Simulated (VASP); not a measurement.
# GaSi2Ir3 in VASP: settings compared, part 2 of 2

VASP 6.6.1. The steps go on from the part before.

**3. Relaxation of cell and atoms, PBEsol**

This run uses another cell than the first one, of 15.86 Å³/atom.

INCAR reads:

```
SYSTEM = GaSi2Ir3
PREC = Accurate
ENCUT = 600
EDIFF = 1E-6
ISMEAR = -1
SIGMA = 0.1
LREAL = .False.
LASPH = .True.
NELM = 100
ALGO = Normal
ISIF = 3
LWAVE = .False.
LCHARG = .False.
GGA = PS
IBRION = 2
NSW = 60
EDIFFG = -0.01
```

KPOINTS reads:

```
regular mesh
0
Gamma
  4 4 5
  0 0 0
```

POSCAR reads:

```
GaSi2Ir3
1.0
    2.8512050000      4.9384320000      0.0000000000
   -2.8512050000      4.9384320000      0.0000000000
    0.0000000000      0.0000000000      3.3785380000
Ir Ga Si
3 1 2
Direct
    0.5000000000      0.5000000000      0.5000000000
    0.5000000000      0.0000000000      0.5000000000
    0.0000000000      0.5000000000      0.5000000000
    0.0000000000      0.0000000000      0.0000000000
    0.3333000000      0.3334000000      0.0000000000
    0.6666000000      0.6667000000      0.0000000000
```

Potentials or basis: VASP PAW PBE potentials, release 64 (Ir, Ga_d, Si).

Command:

```
$ cat potpaw_PBE.64/Ir/POTCAR potpaw_PBE.64/Ga_d/POTCAR potpaw_PBE.64/Si/POTCAR > POTCAR
$ mpirun -np 1 vasp_std > vasp.out
```

OUTCAR:

```text
SYSTEM = GaSi2Ir3
   PREC = Accurate
   ENCUT = 600
   EDIFF = 1E-6
   ISMEAR = -1
   LREAL = .False.
   LASPH = .True.
   NELM = 100
   ISIF = 3
   GGA = PS
   IBRION = 2
   NSW = 60
   EDIFFG = -0.01

 ion  position               nearest neighbor table
   1  0.500  0.500  0.500-   5 2.36   6 2.36   5 2.36   6 2.36   2 2.85   3 2.85   2 2.85   3 2.85

   2  0.500  0.000  0.500-   6 2.36   6 2.36   5 2.36   5 2.36   3 2.85   3 2.85   1 2.85   1 2.85

   3  0.000  0.500  0.500-   5 2.36   5 2.36   6 2.36   6 2.36   2 2.85   2 2.85   1 2.85   1 2.85

   4  0.000  0.000  0.000-
   5  0.333  0.333  0.000-   3 2.36   3 2.36   1 2.36   1 2.36   2 2.36   2 2.36
   6  0.667  0.667  0.000-   2 2.36   2 2.36   1 2.36   1 2.36   3 2.36   3 2.36

  LATTYP: Found a hexagonal cell.
 ALAT       =     5.7024100669
 C/A-ratio  =     0.5924754552

  Lattice vectors:

 A1 = (   2.8512050000,  -4.9384320000,   0.0000000000)
 A2 = (   2.8512050000,   4.9384320000,   0.0000000000)
 A3 = (   0.0000000000,   0.0000000000,   3.3785380000)

Analysis of symmetry for initial positions (statically):
=====================================================================
 Subroutine PRICEL returns:
 Original cell was already a primitive cell.

 Routine SETGRP: Setting up the symmetry group for a
 hexagonal supercell.

 Subroutine GETGRP returns: Found  4 space group operations
 (whereof  4 operations were pure point group operations)
 out of a pool of 24 trial point group operations.

The static configuration has the point symmetry C_2v.

Analysis of symmetry for dynamics (positions and initial velocities):
=====================================================================
 Subroutine PRICEL returns:
 Original cell was already a primitive cell.

 Routine SETGRP: Setting up the symmetry group for a
 hexagonal supercell.

 Subroutine GETGRP returns: Found  4 space group operations
 (whereof  4 operations were pure point group operations)
 out of a pool of 24 trial point group operations.

The dynamic configuration has the point symmetry C_2v.

 Subroutine INISYM returns: Found  4 space group operations
 (whereof  4 operations are pure point group operations),
 and found     1 'primitive' translations

----------------------------------------------------------------------------------------

                                     Primitive cell

  volume of cell :      95.1429

  direct lattice vectors                    reciprocal lattice vectors
     2.851205000  4.938432000  0.000000000     0.175364451  0.101246712  0.000000000
    -2.851205000  4.938432000  0.000000000    -0.175364451  0.101246712  0.000000000
     0.000000000  0.000000000  3.378538000     0.000000000  0.000000000  0.295986015

  length of vectors
     5.702410067  5.702410067  3.378538000     0.202493425  0.202493425  0.295986015

  position of ions in fractional coordinates (direct lattice)
     0.500000000  0.500000000  0.500000000
     0.500000000  0.000000000  0.500000000
     0.000000000  0.500000000  0.500000000
     0.000000000  0.000000000  0.000000000
     0.333300000  0.333400000  0.000000000
     0.666600000  0.666700000  0.000000000

  ion indices of the primitive-cell ions
   primitive index   ion index
                 1           1
                 2           2
                 3           3
                 4           4
                 5           5
                 6           6

----------------------------------------------------------------------------------------

 KPOINTS: regular mesh

Automatic generation of k-mesh.
 Grid dimensions read from file:
 generate k-points for:    4    4    5

 Generating k-lattice:

  Cartesian coordinates                     Fractional coordinates (reciprocal lattice)
     0.043841113  0.025311678  0.000000000     0.250000000  0.000000000  0.000000000
    -0.043841113  0.025311678  0.000000000     0.000000000  0.250000000  0.000000000
     0.000000000  0.000000000  0.059197203     0.000000000  0.000000000  0.200000000

  Length of vectors
     0.050623356  0.050623356  0.059197203

  Shift w.r.t. Gamma in fractional coordinates (k-lattice)
     0.000000000  0.000000000  0.000000000

 Subroutine IBZKPT returns following result:
 ===========================================

 Found     21 irreducible k-points:

 Following reciprocal coordinates:
            Coordinates               Weight
  0.000000  0.000000  0.000000      1.000000
  0.250000 -0.000000  0.000000      4.000000
  0.250000  0.250000  0.000000      2.000000
  0.500000 -0.000000  0.000000      2.000000
  0.500000  0.500000  0.000000      1.000000
  0.500000  0.250000  0.000000      4.000000
[... 13 lines left out ...]
  0.500000  0.250000  0.400000      8.000000
 -0.250000  0.250000  0.400000      4.000000
   k-points           NKPTS =     21   k-points in BZ     NKDIM =     21   number of bands    NBANDS=     28
   number of dos      NEDOS =    301   number of ions     NIONS =      6
   total plane-waves  NPLWV =  64512
   dimension x,y,z NGX =    48 NGY =   48 NGZ =   28
   dimension x,y,z NGXF=    96 NGYF=   96 NGZF=   56
   ions per type =               3   1   2
   NGX,Y,Z   is equivalent  to a cutoff of  13.99, 13.99, 13.78 a.u.
   NGXF,Y,Z  is equivalent  to a cutoff of  27.99, 27.99, 27.56 a.u.
 SYSTEM =  GaSi2Ir3
   PREC   = accura    normal or accurate (medium, high low for compatibility)
   ISTART =      0    job   : 0-new  1-cont  2-samecut
   ICHARG =      2    charge: 1-file 2-atom 10-const
   ISPIN  =      1    spin polarized calculation?
   LNONCOLLINEAR =      F non collinear calculations
   LSORBIT =      F    spin-orbit coupling
   LASPH  =      T    aspherical Exc in radial PAW
   ENCUT  =  600.0 eV  44.10 Ry    6.64 a.u.  11.39 11.39  6.75*2*pi/ulx,y,z
   NELM   =    100;   NELMIN=  2; NELMDL= -5     # of ELM steps
   EDIFF  = 0.1E-05   stopping-criterion for ELM
   LREAL  =      F    real-space projection
   EDIFFG = -.1E-01   stopping-criterion for IOM
   NSW    =     60    number of steps for IOM
   IBRION =      2    ionic relax: 0-MD 1-quasi-New 2-CG
   NFREE  =      1    steps in history (QN), initial steepest desc. (CG)
   ISIF   =      3    stress and relaxation
   ISYM   =      2    0-nonsym 1-usesym 2-fastsym
   POTIM  = 0.5000    time-step for ionic-motion
   TEBEG  =    0.0;   TEEND  =   0.0 temperature during run
   PSTRESS=    0.0 pullay stress
   NELECT =      48.0000    total number of electrons
   NUPDOWN=      -1.0000    fix difference up-down
   EMIN   =  10.00;   EMAX   =-10.00  energy-range for DOS
   EFERMI =   0.00;   METHOD = LEGACY
   ISMEAR =    -1;   SIGMA  =   0.10  broadening in eV -4-tet -1-fermi 0-gaus
   EFERMI_NEDOS =   21; number of points for ismear=-14 and -15
   IALGO  =     38    algorithm
   IMIX   =      4    mixing-type and parameters
     AMIX     =   0.40;   BMIX     =  1.00
     AMIX_MAG =   1.60;   BMIX_MAG =  1.00
  volume/ion in A,a.u.               =      15.86       107.01
  Fermi-wavevector in a.u.,A,eV,Ry     =   1.303256  2.462797 23.109179  1.698477
  Thomas-Fermi vector in A             =   2.434270
   LORBIT       =      0    0 simple, 1 ext, 2 COOP (PROOUT), +10 PAW based schemes
   GGA     = PS    functional components
   LHFCALC =     F    Hartree Fock is set to
   AEXX    =    0.0000 exact exchange contribution
   IVDW    =     0    specifies the selected vdW correction
   LEPSILON=     F    determine dielectric tensor
   LRPA    =     F    only Hartree local field effects (RPA)
 conjugate gradient relaxation of ions
 non-spin polarized calculation
  energy-cutoff  :      600.00
  volume of cell :       95.14
 maximum number of plane-waves:      3193
 NGX is ok and might be reduce to    48
   NGX = 23   NGY = 23   NGZ = 13

--------------------------------------- Ionic step        1  -------------------------------------------

 number of electron      48.0000005 magnetization

 Free energy of the ion-electron system (eV)
  ---------------------------------------------------
  ext. energy  EPLUGINS =         0.00000000
  ---------------------------------------------------
  free energy    TOTEN  =       -44.66653914 eV

  energy without entropy =      -44.55655041  energy(sigma->0) =      -44.61154478

------------------------ aborting loop because EDIFF is reached ----------------------------------------

  FORCE on cell =-STRESS in cart. coord.  units (eV):
  Direction    XX          YY          ZZ          XY          YZ          ZX
  --------------------------------------------------------------------------------------
  -------------------------------------------------------------------------------------
  Total       -0.3670553     -0.3627010      9.8714178      0.0000000      0.0000000      0.0000000
  in kB       -6.1811002     -6.1077745    166.2316793      0.0000000      0.0000000      0.0000000
  external PRESSURE =      51.3142682 kB  Pullay stress =       0.0000000 kB
[... 265 lines left out ...]
  energy  without entropy=      -45.1079114666  energy(sigma->0) =      -45.14917456

--------------------------------------- Ionic step        8  -------------------------------------------

 number of electron      47.9999998 magnetization

 Free energy of the ion-electron system (eV)
  ---------------------------------------------------
  ext. energy  EPLUGINS =         0.00000000
  ---------------------------------------------------
  free energy    TOTEN  =       -45.19053758 eV

  energy without entropy =      -45.10760548  energy(sigma->0) =      -45.14907153

 E-fermi :   7.8916     XC(G=0): -12.1745

 val. band max:        7.7613652307   @ k =   0.2500   0.2500   0.4000
 cond. band min:       7.9999722107   @ k =   0.2500  -0.0000   0.4000
 fundamental gap:      0.2386069800
 Fermi energy:         7.8915663174

 k-point     1 :       0.0000    0.0000    0.0000
  band No.  band energies     occupation
      1      -6.5676      2.00000
      2      -6.5653      2.00000
      3      -6.5653      2.00000
      4      -6.5316      2.00000
      5      -6.5316      2.00000
      6      -4.4050      2.00000
[... 673 lines left out ...]
  FREE ENERGIE OF THE ION-ELECTRON SYSTEM (eV)
  ---------------------------------------------------
  free  energy   TOTEN  =       -45.1905375753 eV

  energy  without entropy=      -45.1076054810  energy(sigma->0) =      -45.14907153

 reached required accuracy - stopping structural energy minimisation
```

Wall time 3.1 min (1 thread of Intel Xeon 6975P-C (Granite Rapids), shared host); peak memory 0.29 GiB.

What came out:

```
Free energy                           : -45.1905 eV
Relaxed volume                        : 15.81 Å³/atom
Relaxed cell                          : a = 5.447 Å, b = 5.447 Å, c = 3.692 Å, α = 90.00°, β = 90.00°, γ = 60.00°
Space group after relaxing (to 0.1 Å) : P6/mmm (No. 191)
Energy gained by relaxing             : 87.3 meV/atom
Ionic steps                           : 8
Pressure after relaxing               : 0.0 GPa
Band gap on the k mesh                : zero (bands 24 and 25 overlap by 1.81 eV)
```

The path:
| step | energy change (eV) | largest force (eV/Å) | pressure (GPa) | volume (Å³) |
| --- | --- | --- | --- | --- |
| 1 | 0.0000 | 0.0025 | 5.13 | 95.14 |
| 2 | -0.1898 | 0.0005 | -10.94 | 102.09 |
| 3 | -0.2471 | 0.0009 | -6.39 | 99.73 |
| 4 | -0.5191 | 0.0006 | -1.79 | 95.75 |
| 5 | -0.5202 | 0.0006 | -1.48 | 95.54 |
| 6 | -0.5172 | 0.0005 | 1.78 | 94.17 |
| 7 | -0.5239 | 0.0005 | -0.13 | 94.95 |
| 8 | -0.5240 | 0.0004 | -0.01 | 94.88 |

Final structure:
```xyz
6
Lattice="2.7235 4.7173 0.0000 -2.7235 4.7173 0.0000 0.0000 0.0000 3.6925" Properties=species:S:1:pos:R:3 pbc="T T T"
Ir    0.0001    4.7173    1.8462
Ir    1.3617    2.3588    1.8462
Ir    1.3617    7.0759    1.8462
Ga    2.7235    4.7173    0.0000
Si   -0.0002    3.1449    0.0000
Si   -0.0002    6.2898    0.0000
```

Caveat: the k points lie up to 0.34 Å⁻¹ apart in the final cell, too coarse for converged energies and pressures of a metal; the PAW data sets were made with another functional, which shifts forces and pressure a little; spin-orbit coupling is left out, which moves the levels of the heavy elements.

**4. Relaxation of cell and atoms, revPBE+D3(BJ)**

This run uses another cell than the first one, of 15.86 Å³/atom.

INCAR reads:

```
  PREC = Accurate
  ENCUT = 600
  EDIFF = 1E-7
  ISMEAR = -1
  SIGMA = 0.1
  LREAL = F
  LASPH = T
  NELM = 60
  ALGO = Normal
  ISIF = 3
  LWAVE = F
  LCHARG = F
  GGA = RE
  IVDW = 12
  IBRION = 2
  NSW = 60
  EDIFFG = -0.01
```

KPOINTS reads:

```
regular mesh
0
Gamma
  4 4 5
```

POSCAR is that of step 3.

Command:

```
$ cat potpaw_PBE.64/Ir/POTCAR potpaw_PBE.64/Ga_d/POTCAR potpaw_PBE.64/Si/POTCAR > POTCAR
$ mpirun -np 1 vasp_std > vasp.out
```

Run time: 3.2 min. Hardware: 1 thread of Intel Xeon 6975P-C (Granite Rapids), shared host; peak memory 0.29 GiB.

The run converged. Its results:

- Free energy: -44.6568 eV
- Relaxed volume: 15.62 Å³/atom
- Relaxed cell: a = 5.422 Å, b = 5.422 Å, c = 3.681 Å, α = 90.00°, β = 90.00°, γ = 60.00°
- Space group after relaxing (to 0.1 Å): P6/mmm (No. 191)
- Energy gained by relaxing: 89.4 meV/atom
- Ionic steps: 8
- Pressure after relaxing: 0.0 GPa
- Band gap on the k mesh: zero (bands 24 and 25 overlap by 1.89 eV)
- Dispersion energy per atom: -0.972 eV

Step by step:
| step | energy change (eV) | largest force (eV/Å) | pressure (GPa) | volume (Å³) |
| --- | --- | --- | --- | --- |
| 1 | 0.0000 | 0.0026 | 3.40 | 95.14 |
| 2 | -0.3106 | 0.0005 | -4.71 | 99.63 |
| 3 | -0.3106 | 0.0006 | -4.63 | 99.53 |
| 4 | -0.5321 | 0.0008 | -1.18 | 94.35 |
| 5 | -0.5360 | 0.0008 | -0.28 | 93.87 |
| 6 | -0.5365 | 0.0009 | 0.15 | 93.64 |
| 7 | -0.5365 | 0.0003 | -0.14 | 93.75 |
| 8 | -0.5366 | 0.0006 | 0.01 | 93.69 |

Final structure:
```
Ir Ga Si
1.0
     2.71074    4.69519    0.00000
    -2.71074    4.69519    0.00000
     0.00000    0.00000    3.68065
Ir Ga Si
3 1 2
Direct
  0.50001 0.49999 0.50000
  0.49999 0.00003 0.50000
  0.99997 0.50001 0.50000
  0.99999 0.00001 0.00000
  0.33330 0.33337 0.00000
  0.66663 0.66670 0.00000
```

Levels at points of the mesh, in eV from the Fermi level:
```
           k point  band 22  band 23  band 24  band 25  band 26  band 27
(0.00, 0.00, 0.00)    -0.49    -0.49    -0.45    -0.18     1.96     3.72
(0.50, 0.00, 0.00)    -0.72    -0.71     0.98     1.87     2.45     2.56
(0.50, 0.50, 0.00)    -0.72    -0.71     0.98     1.87     2.45     2.56
```

Caveat: the k points lie up to 0.34 Å⁻¹ apart in the final cell, too coarse for converged energies and pressures of a metal; the PAW data sets were made with another functional, which shifts forces and pressure a little; spin-orbit coupling is left out, which moves the levels of the heavy elements.

**5. The runs side by side**

```tsv
task	level	cell	k mesh	cutoff (eV)	gap on the mesh (eV)	pressure (GPa)	relaxed volume (Å³/atom)
single point	PBEsol	a = 5.441, b = 5.441, c = 3.683 Å, angles 90.0, 90.0, 60.0°, 6 atoms	6 × 6 × 8	520	none	0.8	-
relaxation of cell and atoms	PBEsol	relaxed from a = 5.702, b = 5.702, c = 3.379 Å, angles 90.0, 90.0, 60.0°, 6 atoms	4 × 4 × 5	600	none	0.0	15.81
relaxation of cell and atoms	revPBE+D3(BJ)	relaxed from a = 5.702, b = 5.702, c = 3.379 Å, angles 90.0, 90.0, 60.0°, 6 atoms	4 × 4 × 5	600	none	0.0	15.62
```

Alike in all rows: potentials or basis VASP PAW PBE potentials, release 64 (Ir, Ga_d, Si); no spin polarisation; smearing fermi-dirac 0.1 eV.

Caveats: some runs use coarse meshes; the PAW data sets were made with another functional, which shifts forces and pressure a little; spin-orbit coupling is left out, which moves the levels of the heavy elements.

Total energies depend on the potentials used, so only differences within one code and one set of settings carry meaning.
